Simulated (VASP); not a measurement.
# Sb in VASP: settings compared

The runs below take Sb through single point, with r2SCAN, PBE.

Program: VASP 6.6.1. These are calculated values, not measurements. Logs are shortened: lines on timing, memory, paths and dates and some standing lists are left out, and cuts for length are marked.

## 1. The cell of the first run

It takes space group P6_3/mmc (No. 194, hexagonal). The conventional cell has a = 3.355 Å, b = 3.355 Å, c = 5.470 Å, α = 90.00°, β = 90.00°, γ = 120.00°. Sb (site symmetry -6m2) has 12 Sb at 3.35 Å within 4.4 Å.

## 2. Single point, r2SCAN

POSCAR reads:

```
Sb
1.0
    3.3545324186      0.0000000000      0.0000000000
   -1.6772662093      2.9051102923      0.0000000000
    0.0000000000      0.0000000000      5.4701606500
Sb
2
Direct
    0.6666666667      0.3333333333      0.7500000000
    0.3333333333      0.6666666667      0.2500000000
```

INCAR.step1 reads:

```
SYSTEM = Sb
  ALGO = Normal
  EDIFF = 1E-4
  ENCUT = 520
  GGA = PE
  ISMEAR = -1
  LASPH = .TRUE.
  LCHARG = .FALSE.
  LREAL = .FALSE.
  LWAVE = .TRUE.
  NBANDS = 12
  NELM = 60
  PREC = Accurate
  SIGMA = 0.05
```

INCAR.step2 reads:

```
SYSTEM = Sb
  ALGO = Normal
  EDIFF = 1E-7
  ENCUT = 520
  ISIF = 2
  ISMEAR = -1
  ISTART = 1
  LASPH = .TRUE.
  LCHARG = .TRUE.
  LELF = .TRUE.
  LMIXTAU = .TRUE.
  LREAL = .FALSE.
  LVHAR = .TRUE.
  LWAVE = .FALSE.
  METAGGA = R2SCAN
  NBANDS = 12
  NELM = 60
  PREC = Accurate
  SIGMA = 0.05
```

KPOINTS reads:

```
k-points
0
G
  8 8 5
  0 0 0
```

Potentials or basis: VASP PAW PBE potentials, release 64 (Sb).

Command:

```bash
$ cat potpaw_PBE.64/Sb/POTCAR > POTCAR
$ cp INCAR.step1 INCAR
$ mpirun -np 1 vasp_std > vasp.out
$ cp INCAR.step2 INCAR
$ mpirun -np 1 vasp_std > vasp.out
```

OUTCAR:

```text
SYSTEM = Sb
   EDIFF = 1E-7
   ENCUT = 520
   ISIF = 2
   ISMEAR = -1
   ISTART = 1
   LASPH = .TRUE.
   LREAL = .FALSE.
   METAGGA = R2SCAN
   NELM = 60
   PREC = Accurate

 ion  position               nearest neighbor table
   1  0.667  0.333  0.750-   2 3.35   2 3.35   2 3.35   2 3.35   2 3.35   2 3.35
   2  0.333  0.667  0.250-   1 3.35   1 3.35   1 3.35   1 3.35   1 3.35   1 3.35

  LATTYP: Found a hexagonal cell.
 ALAT       =     3.3545324186
 C/A-ratio  =     1.6306775334

  Lattice vectors:

 A1 = (   3.3545324186,   0.0000000000,   0.0000000000)
 A2 = (  -1.6772662093,   2.9051102923,   0.0000000000)
 A3 = (   0.0000000000,   0.0000000000,   5.4701606500)

Analysis of symmetry for initial positions (statically):
=====================================================================
 Subroutine PRICEL returns:
 Original cell was already a primitive cell.

 Routine SETGRP: Setting up the symmetry group for a
 hexagonal supercell.

 Subroutine GETGRP returns: Found 24 space group operations
 (whereof 12 operations were pure point group operations)
 out of a pool of 24 trial point group operations.

The static configuration has the point symmetry D_3d.
 The point group associated with its full space group is D_6h.

Analysis of symmetry for dynamics (positions and initial velocities):
=====================================================================
 Subroutine PRICEL returns:
 Original cell was already a primitive cell.

 Routine SETGRP: Setting up the symmetry group for a
 hexagonal supercell.

 Subroutine GETGRP returns: Found 24 space group operations
 (whereof 12 operations were pure point group operations)
 out of a pool of 24 trial point group operations.

The dynamic configuration has the point symmetry D_3d.
 The point group associated with its full space group is D_6h.

 Subroutine INISYM returns: Found 24 space group operations
 (whereof 12 operations are pure point group operations),
 and found     1 'primitive' translations

----------------------------------------------------------------------------------------

                                     Primitive cell

  volume of cell :      53.3083

  direct lattice vectors                    reciprocal lattice vectors
     3.354532419  0.000000000  0.000000000     0.298104139  0.172110505  0.000000000
    -1.677266209  2.905110292  0.000000000     0.000000000  0.344221010  0.000000000
     0.000000000  0.000000000  5.470160650     0.000000000  0.000000000  0.182809987

  length of vectors
     3.354532419  3.354532419  5.470160650     0.344221010  0.344221010  0.182809987

[... 92 lines left out ...]
   NUPDOWN=      -1.0000    fix difference up-down
   EMIN   =  10.00;   EMAX   =-10.00  energy-range for DOS
   EFERMI =   0.00;   METHOD = LEGACY
   ISMEAR =    -1;   SIGMA  =   0.05  broadening in eV -4-tet -1-fermi 0-gaus
   EFERMI_NEDOS =   21; number of points for ismear=-14 and -15
   IALGO  =     38    algorithm
   IMIX   =      4    mixing-type and parameters
     AMIX     =   0.40;   BMIX     =  1.00
     AMIX_MAG =   1.60;   BMIX_MAG =  1.00
  volume/ion in A,a.u.               =      26.65       179.87
  Fermi-wavevector in a.u.,A,eV,Ry     =   0.937152  1.770960 11.949364  0.878253
  Thomas-Fermi vector in A             =   2.064234
   LORBIT       =      0    0 simple, 1 ext, 2 COOP (PROOUT), +10 PAW based schemes
   METAGGA = R2SCAN    functional components
   LHFCALC =     F    Hartree Fock is set to
   AEXX    =    0.0000 exact exchange contribution
   IVDW    =     0    specifies the selected vdW correction
   LEPSILON=     F    determine dielectric tensor
   LRPA    =     F    only Hartree local field effects (RPA)
 non-spin polarized calculation
  energy-cutoff  :      520.00
  volume of cell :       53.31
 maximum number of plane-waves:      1448
 NGX is ok and might be reduce to    28

 number of electron      10.0000000 magnetization

 Free energy of the ion-electron system (eV)
  ---------------------------------------------------
  ext. energy  EPLUGINS =         0.00000000
  ---------------------------------------------------
  free energy    TOTEN  =       -50.54398444 eV

  energy without entropy =      -50.52941059  energy(sigma->0) =      -50.53669751

 E-fermi :   8.6954     XC(G=0): -10.8778

 val. band max:        8.6848806405   @ k =   0.2500   0.1250   0.2000
 cond. band min:       8.6957032088   @ k =   0.3750   0.2500   0.2000
 fundamental gap:      0.0108225684
 Fermi energy:         8.6954187024

 k-point     1 :       0.0000    0.0000    0.0000
  band No.  band energies     occupation
      1      -5.0652      2.00000
      2      -0.9665      2.00000
      3       2.3811      2.00000
      4      12.3841      0.00000
      5      12.3841      0.00000
      6      14.1588      0.00000
      7      14.1588      0.00000
      8      14.4234      0.00000
      9      16.9126      0.00000
     10      18.0952      0.00000
     11      19.0803      0.00000
     12      19.0803      0.00000
[... 331 lines left out ...]
 k-point    24 :       0.3750    0.0000    0.4000
  band No.  band energies     occupation
      1      -1.7072      2.00000
      2      -0.7816      2.00000
      3       4.0651      2.00000
      4       5.0005      2.00000
      5       8.8119      0.17754
      6      10.1224      0.00000
      7      10.9196      0.00000
      8      11.0990      0.00000
      9      14.3664      0.00000
     10      15.3512      0.00000
     11      15.9217      0.00000
     12      18.2406      0.00000

 [... further k-points ...]

------------------------ aborting loop because EDIFF is reached ----------------------------------------

  FORCE on cell =-STRESS in cart. coord.  units (eV):
  Direction    XX          YY          ZZ          XY          YZ          ZX
  --------------------------------------------------------------------------------------
  -------------------------------------------------------------------------------------
  Total        0.1651244      0.1651244      0.1477254      0.0000000      0.0000000     -0.0000000
  in kB        4.9628041      4.9628041      4.4398789      0.0000000      0.0000000     -0.0000000
  external PRESSURE =       4.7884957 kB  Pullay stress =       0.0000000 kB

 VOLUME and BASIS-vectors are now :
 -----------------------------------------------------------------------------
  energy-cutoff  :      520.00
  volume of cell :       53.31
      direct lattice vectors                 reciprocal lattice vectors
     3.354532419  0.000000000  0.000000000     0.298104139  0.172110505  0.000000000
    -1.677266209  2.905110292  0.000000000     0.000000000  0.344221010  0.000000000
     0.000000000  0.000000000  5.470160650     0.000000000  0.000000000  0.182809987

 POSITION                                       TOTAL-FORCE (eV/Angst)
 -----------------------------------------------------------------------------------
      1.67727      0.96837      4.10262         0.000000      0.000000      0.000000
     -0.00000      1.93674      1.36754        -0.000000     -0.000000      0.000000
 -----------------------------------------------------------------------------------
    total drift:                                0.000000     -0.000000      0.000000

  FREE ENERGIE OF THE ION-ELECTRON SYSTEM (eV)
  ---------------------------------------------------
  free  energy   TOTEN  =       -50.5439844402 eV

  energy  without entropy=      -50.5294105896  energy(sigma->0) =      -50.53669751
```

OUTCAR.step1:

```text
SYSTEM = Sb
   EDIFF = 1E-4
   ENCUT = 520
   GGA = PE
   ISMEAR = -1
   LASPH = .TRUE.
   LREAL = .FALSE.
[... 583 lines left out ...]
      1.67727      0.96837      4.10262        -0.000000      0.000000      0.000000
     -0.00000      1.93674      1.36754         0.000000      0.000000      0.000000
 -----------------------------------------------------------------------------------
    total drift:                                0.000000     -0.000000      0.000000

  FREE ENERGIE OF THE ION-ELECTRON SYSTEM (eV)
  ---------------------------------------------------
  free  energy   TOTEN  =        -7.7042602719 eV

  energy  without entropy=       -7.6887916979  energy(sigma->0) =       -7.69652598
```

It took 59 s on 1 thread of Intel Xeon 6975P-C (Granite Rapids), shared host; peak memory 0.17 GiB.

What came out:

| Property | Result |
| --- | --- |
| Free energy | -50.5440 eV |
| Pressure | 0.5 GPa |
| Band gap on the k mesh | zero (band 5 reaches 12.98 eV, above the bottom of band 6 at 6.38 eV) |

Levels at points of the mesh, in eV from the Fermi level:
| k point | band 1 | band 2 | band 3 | band 4 | band 5 | band 6 | band 7 | band 8 | band 9 | band 10 |
| --- | --- | --- | --- | --- | --- | --- | --- | --- | --- | --- |
| (0.00, 0.00, 0.00) | -13.76 | -9.66 | -6.31 | 3.69 | 3.69 | 5.46 | 5.46 | 5.73 | 8.22 | 9.40 |
| (0.50, 0.00, 0.00) | -9.91 | -8.50 | -4.62 | -3.39 | -2.58 | -0.21 | 0.26 | 3.78 | 4.68 | 8.06 |

Caveat: the PAW data sets were made with another functional, which shifts forces and pressure a little; spin-orbit coupling is left out, which moves the levels of the heavy elements.

## 3. Single point, r2SCAN

POSCAR is that of step 2.

INCAR.step1 reads:

```
PREC = Accurate
ENCUT = 520
ISMEAR = -1
SIGMA = 0.05
LREAL = F
LASPH = T
NELM = 60
NBANDS = 12
GGA = PE
ALGO = Normal
EDIFF = 1E-4
LWAVE = T
LCHARG = F
```

INCAR.step2 reads:

```
PREC = Accurate
ENCUT = 520
EDIFF = 1E-7
ISMEAR = -1
SIGMA = 0.05
LREAL = F
LASPH = T
NELM = 60
ALGO = Normal
ISIF = 2
LWAVE = F
LCHARG = F
METAGGA = R2SCAN
LMIXTAU = T
NBANDS = 12
ISTART = 1
```

KPOINTS reads:

```
regular mesh
0
Gamma
  10 10 6
```

Potentials or basis: VASP PAW PBE potentials, release 64 (Sb).

Command:

```bash
$ cat potpaw_PBE.64/Sb/POTCAR > POTCAR
$ cp INCAR.step1 INCAR
$ mpirun -np 1 vasp_std > vasp.out
$ cp INCAR.step2 INCAR
$ mpirun -np 1 vasp_std > vasp.out
```

It took 86 s on 1 thread of Intel Xeon 6975P-C (Granite Rapids), shared host; peak memory 0.19 GiB.

It converged, with:

| Item | Value |
| --- | --- |
| Free energy | -50.5640 eV |
| Pressure | 1.1 GPa |
| Band gap on the k mesh | zero (band 5 reaches 13.26 eV, above the bottom of band 6 at 5.51 eV) |

Stress tensor (GPa, compression positive):
```
1.03 0.00 0.00
0.00 1.03 0.00
0.00 0.00 1.13
```

Levels at points of the mesh, in eV from the Fermi level:
| k point | band 1 | band 2 | band 3 | band 4 | band 5 | band 6 | band 7 | band 8 | band 9 | band 10 |
| --- | --- | --- | --- | --- | --- | --- | --- | --- | --- | --- |
| (0.00, 0.00, 0.00) | -13.66 | -9.56 | -6.20 | 3.79 | 3.79 | 5.56 | 5.56 | 5.84 | 8.33 | 9.50 |
| (0.50, 0.00, 0.00) | -9.81 | -8.40 | -4.52 | -3.29 | -2.47 | -0.10 | 0.36 | 3.88 | 4.78 | 8.17 |
| (0.00, 0.00, 0.50) | -12.34 | -12.34 | -0.79 | -0.79 | 4.67 | 4.67 | 4.67 | 4.67 | 9.29 | 9.29 |
| (0.50, 0.00, 0.50) | -8.84 | -8.84 | -5.70 | -5.70 | 1.68 | 1.68 | 1.91 | 1.91 | 6.30 | 6.30 |

Caveat: the PAW data sets were made with another functional, which shifts forces and pressure a little; spin-orbit coupling is left out, which moves the levels of the heavy elements.

## 4. Single point, PBE

INCAR reads:

```
SYSTEM = Sb
PREC = Accurate
ENCUT = 520
EDIFF = 1E-6
ISMEAR = 1
SIGMA = 0.05
LREAL = .False.
LASPH = .True.
NELM = 100
ALGO = Normal
ISIF = 2
LWAVE = .False.
LCHARG = .True.
GGA = PE
LELF = .True.
LVHAR = .True.
NBANDS = 12
```

KPOINTS reads:

```
regular mesh
0
Gamma
  7 7 4
  0 0 0
```

POSCAR reads:

```
Sb
1.0
    3.3545324186      0.0000000000      0.0000000000
   -1.6772662093      2.9051102923      0.0000000000
    0.0000000000      0.0000000000      5.4701606500
Sb
2
Direct
    0.6781860000      0.3344730000      0.7515460000
    0.3209610000      0.6625660000      0.2556060000
```

Command:

```bash
$ cat potpaw_PBE.64/Sb/POTCAR > POTCAR
$ mpirun -np 1 vasp_std > vasp.out
```

Run time: 30 s. Hardware: 1 thread of Intel Xeon 6975P-C (Granite Rapids), shared host; peak memory 0.2 GiB.

Results (log left out):

* Free energy: -7.7150 eV
* Pressure: 1.7 GPa
* Largest force: 0.090 eV/Å
* Band gap on the k mesh: zero (band 5 reaches 13.02 eV, above the bottom of band 6 at 6.02 eV)

Forces in eV/Å, atoms in the order of the input:
```
Sb   0.071  0.031  0.047
Sb  -0.071 -0.031 -0.047
```

Stress tensor (GPa, compression positive):
```
2.13 0.19 0.00
0.19 1.99 0.01
0.00 0.01 0.89
```

Levels at points of the mesh, in eV from the Fermi level:
```tsv
k point	band 2	band 3	band 4	band 5	band 6	band 7	band 8	band 9
(0.00, 0.00, 0.00)	-9.05	-5.76	3.63	3.84	5.25	5.50	5.62	7.85
(0.00, 0.00, 0.50)	-11.58	-0.73	-0.62	4.49	4.54	4.56	4.60	8.71
```

Caveat: spin-orbit coupling is left out, which moves the levels of the heavy elements.

## 5. Single point, PBE

INCAR reads:

```
PREC = Accurate
ENCUT = 520
EDIFF = 1E-6
ISMEAR = 1
SIGMA = 0.05
LREAL = False
LASPH = True
NELM = 100
ALGO = Normal
ISIF = 2
LWAVE = False
LCHARG = False
GGA = PE
NBANDS = 12
```

KPOINTS reads:

```
Automatic mesh
0
Gamma
  7 7 4
```

POSCAR is that of step 4.

Command:

```bash
$ cat potpaw_PBE.64/Sb/POTCAR > POTCAR
$ mpirun -np 1 vasp_std > vasp.out
```

It took 24 s on 1 thread of Intel Xeon 6975P-C (Granite Rapids), shared host; peak memory 0.2 GiB.

The run converged. Its results:

- Free energy: -7.7150 eV
- Pressure: 1.7 GPa
- Largest force: 0.090 eV/Å
- Band gap on the k mesh: zero (band 5 reaches 13.02 eV, above the bottom of band 6 at 6.02 eV)

Forces on the atoms (eV/Å):
```
Sb   0.071  0.031  0.047
Sb  -0.071 -0.031 -0.047
```

Stress tensor (GPa, compression positive):
```
2.13 0.19 0.00
0.19 1.99 0.01
0.00 0.01 0.89
```

Levels at points of the mesh, in eV from the Fermi level:
```tsv
k point	band 2	band 3	band 4	band 5	band 6	band 7	band 8	band 9
(0.00, 0.00, 0.00)	-9.05	-5.76	3.63	3.84	5.25	5.50	5.62	7.85
(0.00, 0.00, 0.50)	-11.58	-0.73	-0.62	4.49	4.54	4.56	4.60	8.71
```

Caveat: spin-orbit coupling is left out, which moves the levels of the heavy elements.

## 6. Overview

```tsv
level	k mesh	smearing	gap on the mesh (eV)	pressure (GPa)
r2SCAN	8 × 8 × 5	fermi-dirac 0.05 eV	none	0.5
r2SCAN	10 × 10 × 6	fermi-dirac 0.05 eV	none	1.1
PBE	7 × 7 × 4	methfessel-paxton 0.05 eV	none	1.7
```

Some of these runs hold the atoms at other places in the same cell, which the table doesn't show; runs alike in all that it shows share one row.

Alike in all rows: task single point; potentials or basis VASP PAW PBE potentials, release 64 (Sb); no spin polarisation; cell as given; cutoff (eV) 520.

Every run on the cell as given and a fine mesh finds a metal. The pressure there spans 0.5 GPa (r2SCAN) to 1.7 GPa (PBE); a positive pressure means that this level wants a larger cell, a negative one a smaller.

Caveats: spin-orbit coupling is left out, which moves the levels of the heavy elements; the PAW data sets were made with another functional, which shifts forces and pressure a little (some runs).

Absolute energies hang on the potentials; compare differences alone.
